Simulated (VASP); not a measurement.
# CsMgBiO3 (R3m) in VASP: a series of runs

CsMgBiO3 is run at these levels: PBE+D4, PBEsol; tasks: relaxation of cell and atoms.

All numbers are computed with VASP 6.6.1; they aren't measurements. Logs are shortened: lines on timing, memory, paths and dates and some standing lists are left out, and cuts for length are marked.

## Step 1: The cell of the first run

Symmetry: R3m, No. 160, trigonal system. The conventional cell has a = 6.461 Å, b = 6.461 Å, c = 11.391 Å, α = 90.00°, β = 90.00°, γ = 120.00°. Cs (site symmetry 3m) has 9 O at 3.33 to 3.50 Å and 4 Bi at 3.74 to 4.01 Å and 4 Mg at 3.78 to 4.38 Å within 4.4 Å. Mg (site symmetry 3m) has 3 O at 1.91 Å within 2.5 Å. Bi (site symmetry 3m) has 3 O at 2.10 Å within 2.8 Å. O (site symmetry m) has 1 Mg at 1.91 Å and 1 Bi at 2.10 Å within 2.5 Å.

## Step 2: Relaxation of cell and atoms, PBE+D4

Contents of INCAR:

```
SYSTEM = CsMgBiO3
PREC     = Accurate       ! precision mode
ENCUT    = 600            ! plane-wave cutoff, eV
EDIFF    = 1E-7           ! SCF threshold, eV
ISMEAR   = -1             ! smearing method
SIGMA    = 0.01           ! smearing width, eV
LREAL    = .False.        ! projectors in reciprocal space
LASPH    = .True.         ! aspherical terms in the spheres
NELM     = 120            ! most SCF steps
ALGO     = Normal         ! electronic algorithm
ISIF     = 3              ! what is computed and relaxed
LWAVE    = .False.        ! write WAVECAR
LCHARG   = .False.        ! write CHGCAR
GGA      = PE             ! functional
IVDW     = 13             ! dispersion correction
IBRION   = 2              ! ionic algorithm
NSW      = 80             ! ionic steps
EDIFFG   = -0.005         ! ionic threshold
GGA_COMPAT= .False.      
NELMIN   = 4
```

Contents of KPOINTS:

```
regular mesh
0
Gamma
  4 4 4
  0 0 0
```

Contents of POSCAR:

```
CsMgBiO3
1.0
    3.2305168850      1.8651397932      3.7970092067
   -3.2305168850      1.8651397932      3.7970092067
    0.0000000000     -3.7302795864      3.7970092067
Cs Mg Bi O
1 1 1 3
Direct
    0.9172816533      0.9172816533      0.9172816533
    0.3021917433      0.3021917433      0.3021917433
    0.5652985533      0.5652985533      0.5652985533
    0.4913922600      0.9822380200      0.4913922600
    0.4913922600      0.4913922600      0.9822380200
    0.9822380200      0.4913922600      0.4913922600
```

Potentials or basis: VASP PAW PBE potentials, release 64 (Cs_sv, Mg, Bi_d, O).

Started as:

```console
$ cat potpaw_PBE.64/Cs_sv/POTCAR potpaw_PBE.64/Mg/POTCAR potpaw_PBE.64/Bi_d/POTCAR potpaw_PBE.64/O/POTCAR > POTCAR
$ mpirun -np 1 vasp_std > vasp.out
```

OUTCAR:

```text
SYSTEM = CsMgBiO3
   PREC = Accurate
   ENCUT = 600
   EDIFF = 1E-7
   ISMEAR = -1
   LREAL = .False.
   LASPH = .True.
   NELM = 120
   ISIF = 3
   GGA = PE
   IVDW = 13
   IBRION = 2
   NSW = 80
   EDIFFG = -0.005
   NELMIN = 4

 ion  position               nearest neighbor table
   1  0.917  0.917  0.917-
   2  0.302  0.302  0.302-   4 1.91   6 1.91   5 1.91   3 3.00
   3  0.565  0.565  0.565-   4 2.10   6 2.10   5 2.10   2 3.00
   4  0.491  0.982  0.491-   2 1.91   3 2.10
   5  0.491  0.491  0.982-   2 1.91   3 2.10
   6  0.982  0.491  0.491-   2 1.91   3 2.10

  LATTYP: Found a trigonal (rhomboedric) cell.
 ALAT       =     5.3228060934
 COS(alpha) =     0.2632964959

  Lattice vectors:

 A1 = (   3.2305168850,   1.8651397932,   3.7970092067)
 A2 = (  -3.2305168850,   1.8651397932,   3.7970092067)
 A3 = (   0.0000000000,  -3.7302795864,   3.7970092067)

Analysis of symmetry for initial positions (statically):
=====================================================================
 Subroutine PRICEL returns:
 Original cell was already a primitive cell.

 Routine SETGRP: Setting up the symmetry group for a
 trigonal (rhombohedral) supercell.

 Subroutine GETGRP returns: Found  6 space group operations
 (whereof  6 operations were pure point group operations)
 out of a pool of 12 trial point group operations.

The static configuration has the point symmetry C_3v.

Analysis of symmetry for dynamics (positions and initial velocities):
=====================================================================
 Subroutine PRICEL returns:
 Original cell was already a primitive cell.

 Routine SETGRP: Setting up the symmetry group for a
 trigonal (rhombohedral) supercell.

 Subroutine GETGRP returns: Found  6 space group operations
 (whereof  6 operations were pure point group operations)
 out of a pool of 12 trial point group operations.

The dynamic configuration has the point symmetry C_3v.

 Subroutine INISYM returns: Found  6 space group operations
 (whereof  6 operations are pure point group operations),
 and found     1 'primitive' translations

----------------------------------------------------------------------------------------

                                     Primitive cell

  volume of cell :     137.2702

  direct lattice vectors                    reciprocal lattice vectors
     3.230516885  1.865139793  3.797009207     0.154773994  0.089358807  0.087788392
    -3.230516885  1.865139793  3.797009207    -0.154773994  0.089358807  0.087788392
     0.000000000 -3.730279586  3.797009207     0.000000000 -0.178717614  0.087788392

  length of vectors
     5.322806093  5.322806093  5.322806093     0.199115010  0.199115010  0.199115010

  position of ions in fractional coordinates (direct lattice)
     0.917281653  0.917281653  0.917281653
     0.302191743  0.302191743  0.302191743
     0.565298553  0.565298553  0.565298553
     0.491392260  0.982238020  0.491392260
     0.491392260  0.491392260  0.982238020
     0.982238020  0.491392260  0.491392260

  ion indices of the primitive-cell ions
   primitive index   ion index
                 1           1
                 2           2
                 3           3
                 4           4
                 5           5
                 6           6

----------------------------------------------------------------------------------------

 KPOINTS: regular mesh

Automatic generation of k-mesh.
 Grid dimensions read from file:
 generate k-points for:    4    4    4

 Generating k-lattice:

  Cartesian coordinates                     Fractional coordinates (reciprocal lattice)
     0.038693498  0.022339702  0.021947098     0.250000000  0.000000000 -0.000000000
    -0.038693498  0.022339702  0.021947098     0.000000000  0.250000000 -0.000000000
     0.000000000 -0.044679403  0.021947098    -0.000000000 -0.000000000  0.250000000

  Length of vectors
     0.049778753  0.049778753  0.049778753

  Shift w.r.t. Gamma in fractional coordinates (k-lattice)
     0.000000000  0.000000000  0.000000000

 Subroutine IBZKPT returns following result:
 ===========================================

 Found     13 irreducible k-points:

 Following reciprocal coordinates:
            Coordinates               Weight
  0.000000  0.000000  0.000000      1.000000
  0.250000 -0.000000  0.000000      6.000000
  0.500000 -0.000000  0.000000      3.000000
  0.250000  0.250000  0.000000      6.000000
  0.500000  0.250000 -0.000000     12.000000
 -0.250000  0.250000  0.000000      6.000000
  0.500000  0.500000  0.000000      3.000000
  0.250000  0.250000  0.250000      2.000000
  0.500000  0.250000  0.250000      6.000000
 -0.250000  0.250000  0.250000      6.000000
  0.500000  0.500000  0.250000      6.000000
 -0.250000  0.500000  0.250000      6.000000
  0.500000  0.500000  0.500000      1.000000
   k-points           NKPTS =     13   k-points in BZ     NKDIM =     13   number of bands    NBANDS=     26
   number of dos      NEDOS =    301   number of ions     NIONS =      6
   total plane-waves  NPLWV = 110592
   dimension x,y,z NGX =    48 NGY =   48 NGZ =   48
   dimension x,y,z NGXF=    96 NGYF=   96 NGZF=   96
   ions per type =               1   1   1   3
   NGX,Y,Z   is equivalent  to a cutoff of  14.99, 14.99, 14.99 a.u.
   NGXF,Y,Z  is equivalent  to a cutoff of  29.98, 29.98, 29.98 a.u.
 SYSTEM =  CsMgBiO3
   PREC   = accura    normal or accurate (medium, high low for compatibility)
   ISTART =      0    job   : 0-new  1-cont  2-samecut
   ICHARG =      2    charge: 1-file 2-atom 10-const
   ISPIN  =      1    spin polarized calculation?
   LNONCOLLINEAR =      F non collinear calculations
   LSORBIT =      F    spin-orbit coupling
   LASPH  =      T    aspherical Exc in radial PAW
   ENCUT  =  600.0 eV  44.10 Ry    6.64 a.u.  10.63 10.63 10.63*2*pi/ulx,y,z
   NELM   =    120;   NELMIN=  4; NELMDL= -5     # of ELM steps
   EDIFF  = 0.1E-06   stopping-criterion for ELM
   LREAL  =      F    real-space projection
   EDIFFG = -.5E-02   stopping-criterion for IOM
   NSW    =     80    number of steps for IOM
   IBRION =      2    ionic relax: 0-MD 1-quasi-New 2-CG
   NFREE  =      1    steps in history (QN), initial steepest desc. (CG)
   ISIF   =      3    stress and relaxation
   ISYM   =      2    0-nonsym 1-usesym 2-fastsym
   POTIM  = 0.5000    time-step for ionic-motion
   TEBEG  =    0.0;   TEEND  =   0.0 temperature during run
   PSTRESS=    0.0 pullay stress
   NELECT =      44.0000    total number of electrons
   NUPDOWN=      -1.0000    fix difference up-down
   EMIN   =  10.00;   EMAX   =-10.00  energy-range for DOS
   EFERMI =   0.00;   METHOD = LEGACY
   ISMEAR =    -1;   SIGMA  =   0.01  broadening in eV -4-tet -1-fermi 0-gaus
   EFERMI_NEDOS =   21; number of points for ismear=-14 and -15
   IALGO  =     38    algorithm
   IMIX   =      4    mixing-type and parameters
     AMIX     =   0.40;   BMIX     =  1.00
     AMIX_MAG =   1.60;   BMIX_MAG =  1.00
  volume/ion in A,a.u.               =      22.88       154.39
  Fermi-wavevector in a.u.,A,eV,Ry     =   1.120384  2.117219 17.078858  1.255261
  Thomas-Fermi vector in A             =   2.257030
   LORBIT       =      0    0 simple, 1 ext, 2 COOP (PROOUT), +10 PAW based schemes
   GGA     = PE    functional components
   LHFCALC =     F    Hartree Fock is set to
   AEXX    =    0.0000 exact exchange contribution
   IVDW    =    13    specifies the selected vdW correction
   LEPSILON=     F    determine dielectric tensor
   LRPA    =     F    only Hartree local field effects (RPA)
 conjugate gradient relaxation of ions
 non-spin polarized calculation
  energy-cutoff  :      600.00
  volume of cell :      137.27
 maximum number of plane-waves:      4602
 NGX is ok and might be reduce to    48
   NGX = 21   NGY = 21   NGZ = 21

--------------------------------------- Ionic step        1  -------------------------------------------

 number of electron      43.9999997 magnetization

 Free energy of the ion-electron system (eV)
  ---------------------------------------------------
  ext. energy  EPLUGINS =         0.00000000
  ---------------------------------------------------
  free energy    TOTEN  =       -30.56193720 eV

  energy without entropy =      -30.56193720  energy(sigma->0) =      -30.56193720

------------------------ aborting loop because EDIFF is reached ----------------------------------------

  DFT-D4 for vdW energy calculation

  Edisp (eV):   -0.95779

  FORCE on cell =-STRESS in cart. coord.  units (eV):
  Direction    XX          YY          ZZ          XY          YZ          ZX
  --------------------------------------------------------------------------------------
  -------------------------------------------------------------------------------------
  Total      -1.10853    -1.10853    -0.15117     0.00000     0.00000     0.00000
  in kB     -12.93841   -12.93841    -1.76442     0.00000     0.00000     0.00000
  external pressure =       -9.21 kB  Pullay stress =        0.00 kB
[... 109 lines left out ...]
  FREE ENERGIE OF THE ION-ELECTRON SYSTEM (eV)
  ---------------------------------------------------
  free  energy   TOTEN  =       -31.5271052775 eV

  energy  without entropy=      -31.5271052775  energy(sigma->0) =      -31.52710528

[... ionic steps 4 to 33 ...]

--------------------------------------- Ionic step       34  -------------------------------------------

 number of electron      44.0000003 magnetization

------------------------ aborting loop because EDIFF is reached ----------------------------------------

  DFT-D4 for vdW energy calculation

  Edisp (eV):   -0.94850
[... 77 lines left out ...]
  energy  without entropy=      -31.5345189926  energy(sigma->0) =      -31.53451899

--------------------------------------- Ionic step       36  -------------------------------------------

 number of electron      44.0000003 magnetization

 Free energy of the ion-electron system (eV)
  ---------------------------------------------------
  ext. energy  EPLUGINS =         0.00000000
  ---------------------------------------------------
  free energy    TOTEN  =       -30.58544823 eV

  energy without entropy =      -30.58544823  energy(sigma->0) =      -30.58544823

 E-fermi :   1.8586     XC(G=0):  -8.3581

 val. band max:        1.6461858697   @ k =   0.5000   0.5000   0.5000
 cond. band min:       4.4124649790   @ k =   0.5000   0.5000   0.5000
 fundamental gap:      2.7662791092
 Fermi energy:         1.8585651571

 k-point     1 :       0.0000    0.0000    0.0000
  band No.  band energies     occupation
      1     -20.5815      2.00000
      2     -20.5815      2.00000
      3     -20.3398      2.00000
      4     -20.2944      2.00000
      5     -20.2944      2.00000
      6     -18.9385      2.00000
[... 403 lines left out ...]
  FREE ENERGIE OF THE ION-ELECTRON SYSTEM (eV)
  ---------------------------------------------------
  free  energy   TOTEN  =       -31.5345267683 eV

  energy  without entropy=      -31.5345267683  energy(sigma->0) =      -31.53452677

 reached required accuracy - stopping structural energy minimisation
```

It took 27 min on 1 thread of Intel Xeon Platinum 8488C (Sapphire Rapids), shared host; peak memory 0.41 GiB.

What came out:

```yaml
Free_energy: -31.5345 eV
Relaxed_volume: 23.02 Å³/atom
Relaxed_cell: a = 5.361 Å, b = 5.361 Å, c = 5.361 Å, α = 73.47°, β = 73.47°, γ = 73.47°
Space_group_after_relaxing_to_0.1_Å: R3m (No. 160)
Energy_gained_by_relaxing: 2.5 meV/atom
Ionic_steps: 36
Pressure_after_relaxing: 0.0 GPa
Largest_force_after_relaxing: 0.004 eV/Å
Band_gap_on_the_k_mesh: 2.77 eV
Dispersion_energy_per_atom: -0.158 eV
```

Forces in eV/Å, atoms in the order of the input:
```
Cs   0.000  0.000  0.002
Mg   0.000  0.000 -0.004
Bi   0.000  0.000  0.003
O    0.002 -0.001  0.000
O    0.000  0.003  0.000
O   -0.002 -0.001  0.000
```

The path:
| step | energy change (eV) | largest force (eV/Å) | pressure (GPa) | volume (Å³) |
| --- | --- | --- | --- | --- |
| 1 | 0.0000 | 0.2671 | -0.92 | 137.27 |
| 2 | -0.0026 | 0.4303 | 0.84 | 134.67 |
| 3 | -0.0074 | 0.1110 | 0.03 | 135.82 |
| 4 | -0.0086 | 0.0628 | 0.09 | 135.71 |
| 5 | -0.0088 | 0.0760 | 0.12 | 135.66 |
| 6 | -0.0098 | 0.0482 | 0.09 | 135.90 |
| 7 | -0.0104 | 0.0515 | 0.06 | 136.21 |
| 8 | -0.0104 | 0.0533 | 0.06 | 136.27 |
| 9 | -0.0112 | 0.0570 | 0.01 | 136.65 |
| 10 | -0.0124 | 0.0670 | -0.13 | 137.81 |
| 11 | -0.0121 | 0.1469 | 0.28 | 137.55 |
| 12 | -0.0127 | 0.0368 | 0.03 | 137.71 |
| 13 | -0.0129 | 0.0342 | 0.05 | 137.76 |
| 14 | -0.0129 | 0.0396 | 0.07 | 137.80 |
| 15 | -0.0131 | 0.0373 | 0.03 | 137.90 |
| 16 | -0.0134 | 0.0310 | -0.07 | 138.20 |
| 17 | -0.0135 | 0.0534 | -0.29 | 138.80 |
| 18 | -0.0135 | 0.0367 | -0.19 | 138.52 |
| 19 | -0.0137 | 0.0234 | -0.18 | 138.53 |
| 20 | -0.0139 | 0.0201 | -0.14 | 138.57 |
| 21 | -0.0141 | 0.0892 | -0.08 | 138.64 |
| 22 | -0.0142 | 0.0860 | -0.05 | 138.62 |
| 23 | -0.0145 | 0.0770 | 0.01 | 138.54 |
| 24 | -0.0146 | 0.0734 | 0.04 | 138.52 |
| 25 | -0.0147 | 0.0231 | -0.03 | 138.56 |
| 26 | -0.0147 | 0.0094 | -0.05 | 138.58 |
| 27 | -0.0147 | 0.0074 | -0.04 | 138.52 |
| 28 | -0.0147 | 0.0074 | -0.01 | 138.36 |
| 29 | -0.0147 | 0.0169 | 0.06 | 138.05 |
| 30 | -0.0147 | 0.0103 | 0.01 | 138.26 |
| 31 | -0.0148 | 0.0094 | 0.01 | 138.24 |
| 32 | -0.0148 | 0.0089 | 0.00 | 138.22 |
| 33 | -0.0148 | 0.0085 | -0.01 | 138.21 |
| 34 | -0.0148 | 0.0155 | -0.03 | 138.18 |
| 35 | -0.0148 | 0.0121 | -0.02 | 138.16 |
| 36 | -0.0148 | 0.0039 | -0.01 | 138.10 |

Final structure:
```xyz
6
Lattice="3.2066 1.8514 3.8769 -3.2066 1.8514 3.8769 0.0000 -3.7027 3.8769" Properties=species:S:1:pos:R:3 pbc="T T T"
Cs    0.0000    0.0000   10.5388
Mg    0.0000    0.0000    3.5874
Bi    0.0000    0.0000    6.6044
O    -1.5659    0.9041    7.6276
O     0.0000   -1.8082    7.6276
O     1.5659    0.9041    7.6276
```

Levels at points of the mesh, in eV from the valence-band top:
| k point | band 18 | band 19 | band 20 | band 21 | band 22 | band 23 | band 24 | band 25 | band 26 |
| --- | --- | --- | --- | --- | --- | --- | --- | --- | --- |
| (0.00, 0.00, 0.00) | -1.69 | -1.63 | -1.25 | -1.25 | -0.83 | 3.20 | 4.80 | 4.80 | 5.53 |
| (0.50, 0.00, 0.00) | -1.71 | -1.63 | -1.33 | -1.16 | -0.90 | 3.28 | 4.72 | 5.05 | 5.30 |
| (0.50, 0.50, 0.00) | -1.73 | -1.51 | -1.31 | -1.07 | -0.39 | 3.10 | 3.81 | 4.39 | 5.41 |
| (0.50, 0.50, 0.50) | -1.50 | -1.22 | -1.22 | -0.77 | 0.00 | 2.77 | 2.96 | 2.96 | 4.40 |

Caveat: spin-orbit coupling is left out, which moves the levels of the heavy elements. A k mesh can miss the band edges.

## Step 3: Relaxation of cell and atoms, PBEsol

Contents of INCAR:

```
SYSTEM = CsMgBiO3
PREC = Accurate
ENCUT = 600
EDIFF = 1E-7
ISMEAR = -1
SIGMA = 0.01
LREAL = .False.
LASPH = .True.
NELM = 120
ALGO = Normal
ISIF = 3
LWAVE = .False.
LCHARG = .False.
GGA = PS
IBRION = 2
NSW = 80
EDIFFG = -0.005
GGA_COMPAT = .False.
NELMIN = 4
```

KPOINTS is that of step 2.

POSCAR is that of step 2.

Potentials or basis: VASP PAW PBE potentials, release 64 (Cs_sv, Mg, Bi_d, O).

Started as:

```console
$ cat potpaw_PBE.64/Cs_sv/POTCAR potpaw_PBE.64/Mg/POTCAR potpaw_PBE.64/Bi_d/POTCAR potpaw_PBE.64/O/POTCAR > POTCAR
$ mpirun -np 1 vasp_std > vasp.out
```

Run time: 29 min. Hardware: 1 thread of Intel Xeon Platinum 8488C (Sapphire Rapids), shared host; peak memory 0.4 GiB.

The run converged. Its results:

* Free energy: -32.1111 eV
* Relaxed volume: 22.78 Å³/atom
* Relaxed cell: a = 5.357 Å, b = 5.357 Å, c = 5.357 Å, α = 72.85°, β = 72.85°, γ = 72.85°
* Space group after relaxing (to 0.1 Å): R3m (No. 160)
* Energy gained by relaxing: 9.2 meV/atom
* Ionic steps: 44
* Pressure after relaxing: 0.0 GPa
* Largest force after relaxing: 0.004 eV/Å
* Band gap on the k mesh: 2.83 eV (least direct gap 2.87 eV)

Forces on the atoms (eV/Å):
```
Cs   0.000  0.000  0.003
Mg   0.000  0.000 -0.004
Bi   0.000  0.000  0.000
O    0.004 -0.002  0.000
O    0.000  0.004  0.000
O   -0.004 -0.002  0.000
```

Step by step:
| step | energy change (eV) | largest force (eV/Å) | pressure (GPa) | volume (Å³) |
| --- | --- | --- | --- | --- |
| 1 | 0.0000 | 0.5775 | -2.03 | 137.27 |
| 3 | -0.0321 | 0.2428 | -0.08 | 134.25 |
| 5 | -0.0369 | 0.1337 | 0.14 | 133.52 |
| 7 | -0.0400 | 0.0912 | 0.10 | 133.72 |
| 9 | -0.0435 | 0.2214 | -0.30 | 135.13 |
| 11 | -0.0441 | 0.2744 | -0.43 | 135.69 |
| 13 | -0.0466 | 0.1877 | -0.32 | 136.04 |
| 15 | -0.0477 | 0.1800 | 0.15 | 137.41 |
| 17 | -0.0493 | 0.0729 | -0.03 | 136.85 |
| 19 | -0.0496 | 0.1392 | 0.13 | 136.98 |
| 21 | -0.0508 | 0.0640 | 0.05 | 137.03 |
| 23 | -0.0525 | 0.1129 | 0.00 | 137.97 |
| 25 | -0.0534 | 0.0447 | -0.22 | 137.98 |
| 27 | -0.0541 | 0.0377 | -0.19 | 137.78 |
| 29 | -0.0550 | 0.0095 | -0.06 | 137.16 |
| 31 | -0.0551 | 0.0215 | 0.02 | 136.99 |
| 33 | -0.0551 | 0.0073 | 0.00 | 136.96 |
| 35 | -0.0551 | 0.0071 | 0.00 | 136.87 |
| 37 | -0.0551 | 0.0075 | -0.01 | 136.86 |
| 39 | -0.0551 | 0.0077 | -0.02 | 136.83 |
| 41 | -0.0551 | 0.0126 | 0.01 | 136.70 |
| 43 | -0.0551 | 0.0052 | 0.00 | 136.73 |
| 44 | -0.0551 | 0.0045 | 0.00 | 136.71 |

Final structure:
```
Cs Mg Bi O
1.0
     3.18107    1.83659    3.89993
    -3.18107    1.83659    3.89993
     0.00000   -3.67318    3.89993
Cs Mg Bi O
1 1 1 3
Direct
  0.89656 0.89656 0.89656
  0.31184 0.31184 0.31184
  0.56940 0.56940 0.56940
  0.49551 0.98098 0.49551
  0.49551 0.49551 0.98098
  0.98098 0.49551 0.49551
```

Levels at points of the mesh, in eV from the valence-band top:
```
           k point  band 19  band 20  band 21  band 22  band 23  band 24  band 25  band 26
(0.00, 0.00, 0.00)    -1.66    -1.29    -1.29    -0.84     3.24     4.75     4.75     5.64
(0.50, 0.00, 0.00)    -1.68    -1.36    -1.17    -0.92     3.29     4.70     5.11     5.37
(0.50, 0.50, 0.00)    -1.57    -1.35    -1.09    -0.40     3.09     3.79     4.42     5.41
(0.50, 0.50, 0.50)    -1.26    -1.26    -0.78     0.00     2.87     2.93     2.93     4.34
```

Caveat: the PAW data sets were made with another functional, which shifts forces and pressure a little; spin-orbit coupling is left out, which moves the levels of the heavy elements. A k mesh can miss the band edges.
